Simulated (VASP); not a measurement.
# InAs (ordered beta-tin type) (I-4m2) in VASP: relaxation of cell and atoms with PBE

Aim: the relaxation of cell and atoms of InAs (ordered beta-tin type) with PBE.

All numbers are computed with VASP 6.6.1; they aren't measurements. Logs are shortened: lines on timing, memory, paths and dates and some standing lists are left out, and cuts for length are marked.

## (1) The cell of the first run

The structure is tetragonal, space group I-4m2 (No. 119). The conventional cell has a = 5.182 Å, b = 5.182 Å, c = 2.831 Å, α = 90.00°, β = 90.00°, γ = 90.00°. In (site symmetry -4m2) has 8 As at 2.69 to 3.35 Å and 2 In at 2.83 Å within 3.5 Å. As (site symmetry -4m2) has 8 In at 2.69 to 3.35 Å and 2 As at 2.83 Å within 3.5 Å.

## (2) Relaxation of cell and atoms, PBE, target pressure 14 GPa, at which the enthalpy is minimised

Contents of INCAR:

```
SYSTEM = InAs
ALGO = Normal
EDIFF = 1E-7
EDIFFG = -0.003
ENCUT = 600
GGA = PE
IBRION = 2
ISIF = 3
ISMEAR = 0
LASPH = .True.
LCHARG = .False.
LREAL = .False.
LWAVE = .False.
NELM = 100
NSW = 80
PREC = Accurate
PSTRESS = 140.0
SIGMA = 0.1
```

Contents of KPOINTS:

```
k-points
0
Gamma
  16 16 16
  0 0 0
```

Contents of POSCAR:

```
InAs
1.0
   -2.5909143006      2.5909143006      1.4156880190
    2.5909143006     -2.5909143006      1.4156880190
    2.5909143006      2.5909143006     -1.4156880190
In As
1 1
Direct
    0.0000000000      0.0000000000      0.0000000000
    0.7500000000      0.2500000000      0.5000000000
```

Potentials or basis: VASP PAW PBE potentials, release 64 (In_d, As).

Command:

```console
$ cat potpaw_PBE.64/In_d/POTCAR potpaw_PBE.64/As/POTCAR > POTCAR
$ mpirun -np 1 vasp_std > vasp.out
```

OUTCAR:

```text
SYSTEM = InAs
   EDIFF = 1E-7
   EDIFFG = -0.003
   ENCUT = 600
   GGA = PE
   IBRION = 2
   ISIF = 3
   ISMEAR = 0
   LASPH = .True.
   LREAL = .False.
   NELM = 100
   NSW = 80
   PREC = Accurate
   PSTRESS = 140.0

 ion  position               nearest neighbor table
   1  0.000  0.000  0.000-   2 2.69   2 2.69   2 2.69   2 2.69   2 3.35   2 3.35   2 3.35   2 3.35

   2  0.750  0.250  0.500-   1 2.69   1 2.69   1 2.69   1 2.69   1 3.35   1 3.35   1 3.35   1 3.35

  LATTYP: Found a body centered tetragonal cell.
 ALAT       =     5.1818286012
 C/A-ratio  =     0.5464048034

  Lattice vectors:

 A1 = (  -2.5909143006,   2.5909143006,   1.4156880190)
 A2 = (   2.5909143006,  -2.5909143006,   1.4156880190)
 A3 = (   2.5909143006,   2.5909143006,  -1.4156880190)

Analysis of symmetry for initial positions (statically):
=====================================================================
 Subroutine PRICEL returns:
 Original cell was already a primitive cell.

 Routine SETGRP: Setting up the symmetry group for a
 body centered tetragonal supercell.

 Subroutine GETGRP returns: Found  8 space group operations
 (whereof  8 operations were pure point group operations)
 out of a pool of 16 trial point group operations.

The static configuration has the point symmetry D_2d.

Analysis of symmetry for dynamics (positions and initial velocities):
=====================================================================
 Subroutine PRICEL returns:
 Original cell was already a primitive cell.

 Routine SETGRP: Setting up the symmetry group for a
 body centered tetragonal supercell.

 Subroutine GETGRP returns: Found  8 space group operations
 (whereof  8 operations were pure point group operations)
 out of a pool of 16 trial point group operations.

The dynamic configuration has the point symmetry D_2d.

 Subroutine INISYM returns: Found  8 space group operations
 (whereof  8 operations are pure point group operations),
 and found     1 'primitive' translations

----------------------------------------------------------------------------------------

                                     Primitive cell

  volume of cell :      38.0131

  direct lattice vectors                    reciprocal lattice vectors
    -2.590914301  2.590914301  1.415688019     0.000000000  0.192982068  0.353185160
     2.590914301 -2.590914301  1.415688019     0.192982068  0.000000000  0.353185160
[... 103 lines left out ...]
   IMIX   =      4    mixing-type and parameters
     AMIX     =   0.40;   BMIX     =  1.00
     AMIX_MAG =   1.60;   BMIX_MAG =  1.00
  volume/ion in A,a.u.               =      19.01       128.26
  Fermi-wavevector in a.u.,A,eV,Ry     =   1.276011  2.411311 22.153065  1.628204
  Thomas-Fermi vector in A             =   2.408691
   LORBIT       =      0    0 simple, 1 ext, 2 COOP (PROOUT), +10 PAW based schemes
   GGA     = PE    functional components
   LHFCALC =     F    Hartree Fock is set to
   AEXX    =    0.0000 exact exchange contribution
   IVDW    =     0    specifies the selected vdW correction
   LEPSILON=     F    determine dielectric tensor
   LRPA    =     F    only Hartree local field effects (RPA)
 conjugate gradient relaxation of ions
 non-spin polarized calculation
 Gauss-broadening in eV      SIGMA  =   0.10
  energy-cutoff  :      600.00
  volume of cell :       38.01
 maximum number of plane-waves:      1290
   NGX = 15   NGY = 15   NGZ = 15

--------------------------------------- Ionic step        1  -------------------------------------------

 number of electron      17.9999994 magnetization

 Free energy of the ion-electron system (eV)
  ---------------------------------------------------
  ext. energy  EPLUGINS =         0.00000000
  ---------------------------------------------------
  free energy    TOTEN  =        -6.71052066 eV

  energy without entropy =       -6.70720770  energy(sigma->0) =       -6.70886418

------------------------ aborting loop because EDIFF is reached ----------------------------------------

  FORCE on cell =-STRESS in cart. coord.  units (eV):
  Direction    XX          YY          ZZ          XY          YZ          ZX
  --------------------------------------------------------------------------------------
  -------------------------------------------------------------------------------------
  Total        4.7988508      4.7988508      4.7876388      0.0000000      0.0000000      0.0000000
  in kB      202.2619463    202.2619463    201.7893858      0.0000000      0.0000000      0.0000000
  external PRESSURE =      62.1044261 kB  Pullay stress =     140.0000000 kB
[... 291 lines left out ...]
--------------------------------------- Ionic step        9  -------------------------------------------

 number of electron      18.0000001 magnetization

 Free energy of the ion-electron system (eV)
  ---------------------------------------------------
  ext. energy  EPLUGINS =         0.00000000
  ---------------------------------------------------
  free energy    TOTEN  =        -6.90217122 eV

  energy without entropy =       -6.89897499  energy(sigma->0) =       -6.90057311

 E-fermi :   8.5189     XC(G=0): -11.0027

 val. band max:        8.4938305186   @ k =  -0.1875  -0.3750   0.0625
 cond. band min:       8.5197184502   @ k =  -0.1875  -0.2500   0.1250
 fundamental gap:      0.0258879317
 Fermi energy:         8.5188503586

 k-point     1 :       0.0000    0.0000    0.0000
  band No.  band energies     occupation
      1      -6.9351      2.00000
      2      -6.4209      2.00000
      3      -6.3705      2.00000
      4      -6.1631      2.00000
      5      -6.1631      2.00000
      6      -5.3313      2.00000
      7       5.2910      2.00000
      8       5.6874      2.00000
      9       5.6874      2.00000
     10      12.0408      0.00000
     11      13.1701      0.00000
     12      16.5718      0.00000
     13      16.5718      0.00000
[... 354 lines left out ...]
  band No.  band energies     occupation
      1      -6.9330      2.00000
      2      -6.4182      2.00000
      3      -6.3743      2.00000
      4      -6.1643      2.00000
      5      -6.1617      2.00000
      6      -5.2972      2.00000
      7       4.4991      2.00000
      8       5.7369      2.00000
      9       6.4210      2.00000
     10      12.1884      0.00000
     11      13.1382      0.00000
     12      16.1402      0.00000
     13      16.3615      0.00000

 [... further k-points ...]

------------------------ aborting loop because EDIFF is reached ----------------------------------------

  FORCE on cell =-STRESS in cart. coord.  units (eV):
  Direction    XX          YY          ZZ          XY          YZ          ZX
  --------------------------------------------------------------------------------------
  -------------------------------------------------------------------------------------
  Total        3.4818393      3.4818393      3.4816255      0.0000000      0.0000000      0.0000000
  in kB      140.0890441    140.0890441    140.0804414      0.0000000      0.0000000      0.0000000
  external PRESSURE =       0.0861765 kB  Pullay stress =     140.0000000 kB
[... 21 lines left out ...]
  energy  without entropy=       -6.8989749916  energy(sigma->0) =       -6.90057311

  enthalpy is  TOTEN    =        -3.4225450402 eV   P V=        3.4796261788

 reached required accuracy - stopping structural energy minimisation
```

OSZICAR:

```text
N       E                     dE             d eps       ncg     rms          rms(c)
DAV:   1     0.117946653561E+03    0.11795E+03   -0.96112E+03  9122   0.187E+03
[... 79 lines left out ...]
DAV:   1    -0.690222129530E+01    0.19285E-02   -0.13044E-03 11344   0.811E-01    0.463E-02
DAV:   2    -0.690217670677E+01    0.44589E-04   -0.93011E-05 11384   0.254E-01    0.163E-02
DAV:   3    -0.690217012094E+01    0.65858E-05   -0.20948E-05 12334   0.110E-01    0.804E-03
DAV:   4    -0.690217046182E+01   -0.34088E-06   -0.77452E-07  9209   0.951E-03    0.489E-03
DAV:   5    -0.690217092288E+01   -0.46106E-06   -0.81671E-08  6008   0.446E-03    0.178E-03
DAV:   6    -0.690217124873E+01   -0.32585E-06   -0.67691E-08  4583   0.293E-03    0.401E-04
DAV:   7    -0.690217121897E+01    0.29759E-07   -0.11129E-08  4537   0.151E-03
   9 F= -.34225450E+01 E0= -.34209469E+01  d E =-.190440E-05
```

Run time: 12 min. Hardware: 1 thread of Intel Xeon 6975P-C (Granite Rapids), shared host; peak memory 0.39 GiB.

What came out:

```yaml
Free_energy: -6.9022 eV
Relaxed_volume: 19.91 Å³/atom
Relaxed_cell: a = 3.988 Å, b = 3.988 Å, c = 3.988 Å, α = 97.48°, β = 97.48°, γ = 137.69°
Space_group_after_relaxing_to_0.1_Å: I-4m2 (No. 119)
Energy_change_on_relaxing_the_run_minimises_the_enthalpy: -95.8 meV/atom
Ionic_steps: 9
Pressure_after_relaxing: 14.0 GPa
Band_gap_on_the_k_mesh: zero (bands 9 and 10 overlap by 4.94 eV)
```

Step by step:
| step | energy change (eV) | largest force (eV/Å) | pressure (GPa) | volume (Å³) |
| --- | --- | --- | --- | --- |
| 1 | 0.0000 | 0.0000 | 20.21 | 38.01 |
| 2 | -0.3514 | 0.0000 | 7.75 | 42.21 |
| 3 | -0.1936 | 0.0000 | 13.94 | 39.84 |
| 4 | -0.1903 | 0.0000 | 14.05 | 39.81 |
| 5 | -0.1904 | 0.0000 | 14.05 | 39.81 |
| 6 | -0.1905 | 0.0000 | 14.05 | 39.81 |
| 7 | -0.1905 | 0.0000 | 14.05 | 39.81 |
| 8 | -0.1936 | 0.0000 | 13.94 | 39.84 |
| 9 | -0.1917 | 0.0000 | 14.01 | 39.82 |

Final structure:
```yaml
crystal:
  lattice:
    - [-2.62992, 2.62992, 1.43936]
    - [2.62992, -2.62992, 1.43936]
    - [2.62992, 2.62992, -1.43936]
  atoms:
    - { symbol: In, position: [0.00000, 0.00000, 0.00000] }
    - { symbol: As, position: [0.75000, 0.25000, 0.50000] }
```

Levels at points of the mesh, in eV from the Fermi level:
```tsv
k point	band 5	band 6	band 7	band 8	band 9	band 10	band 11	band 12	band 13
(0.00, 0.00, 0.00)	-14.68	-13.85	-3.23	-2.83	-2.83	3.52	4.65	8.05	8.05
(0.50, 0.00, 0.00)	-14.53	-9.78	-5.98	-2.38	-1.86	-1.34	2.72	3.79	6.33
(0.50, 0.50, 0.00)	-14.65	-12.49	-8.88	-0.82	1.57	2.29	2.93	4.08	9.61
(0.50, 0.50, 0.50)	-14.65	-10.83	-6.09	-6.09	-5.90	3.71	6.76	10.31	10.31
```

Caveat: the cell is relaxed towards a set pressure, so the run minimises the enthalpy, not the energy; spin-orbit coupling is left out, which moves the levels of the heavy elements.
